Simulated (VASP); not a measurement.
ZnCd2SeS2: single point with PBE

The system is ZnCd2SeS2.

```
Zn Cd Se S
1.0
     0.00000    0.00000   -6.77889
     6.17637   -3.59485    0.00000
    -6.17637   -3.59485    0.00000
Zn Cd Se S
2 4 2 4
Direct
  0.98944 0.17337 0.17337
  0.48944 0.82663 0.82663
  0.00721 0.49719 0.83290
  0.50721 0.16710 0.50281
  0.00721 0.83290 0.49719
  0.50721 0.50281 0.16710
  0.85680 0.85084 0.85084
  0.35680 0.14916 0.14916
  0.88617 0.16792 0.48546
  0.88617 0.48546 0.16792
  0.38617 0.51454 0.83208
  0.38617 0.83208 0.51454
```

```yaml
Program: VASP 6.6.1
Task: single point
Functional: PBE
Potentials_or_basis: VASP PAW PBE potentials, release 64 (Zn, Cd, Se, S)
Cutoff: 520 eV
k_mesh: 2 × 2 × 2
Occupations: gaussian, width 0.1 eV
Spin: no spin polarisation
Dipole_correction: no
Further_INCAR_settings: ALGO = Normal; EDIFF = 1e-06; NBANDS = 66
```

```yaml
Pressure: 0.2 GPa
Largest_force: 0.031 eV/Å
Band_gap_on_the_k_mesh: 1.11 eV
```

Forces on the atoms (eV/Å):
```
Zn   0.000 -0.006 -0.010
Zn   0.000  0.006 -0.010
Cd   0.003 -0.002 -0.004
Cd   0.003  0.002 -0.004
Cd  -0.003 -0.002 -0.004
Cd  -0.003  0.002 -0.004
Se   0.000  0.012  0.029
Se   0.000 -0.012  0.029
S   -0.006 -0.003 -0.005
S    0.006 -0.003 -0.005
S   -0.006  0.003 -0.005
S    0.006  0.003 -0.005
```

Stress tensor (GPa, compression positive):
```
0.23 0.00 0.00
0.00 0.24 0.00
0.00 0.00 0.09
```

Levels at points of the mesh, in eV from the valence-band top:
```csv
k point,band 51,band 52,band 53,band 54,band 55,band 56,band 57,band 58
"(0.00, 0.00, 0.00)",-0.68,-0.04,-0.02,0.00,1.11,2.61,4.43,4.45
"(0.50, 0.00, 0.00)",-0.37,-0.37,-0.37,-0.37,2.73,2.73,4.04,4.04
"(0.00, 0.50, 0.00)",-0.75,-0.72,-0.59,-0.50,3.21,3.32,3.61,3.64
"(0.50, 0.50, 0.00)",-1.11,-1.11,-0.97,-0.97,3.20,3.20,3.89,3.89
"(0.00, 0.50, 0.50)",-0.78,-0.70,-0.53,-0.45,3.22,3.36,3.49,3.83
"(0.50, 0.50, 0.50)",-1.05,-1.05,-0.98,-0.98,3.26,3.26,3.81,3.81
```

Wall time 3.4 min on 1 thread of AMD EPYC 9R45 (Zen 5) (shared host), peak memory 0.37 GiB.

Caveat: the k points lie up to 0.51 Å⁻¹ apart.
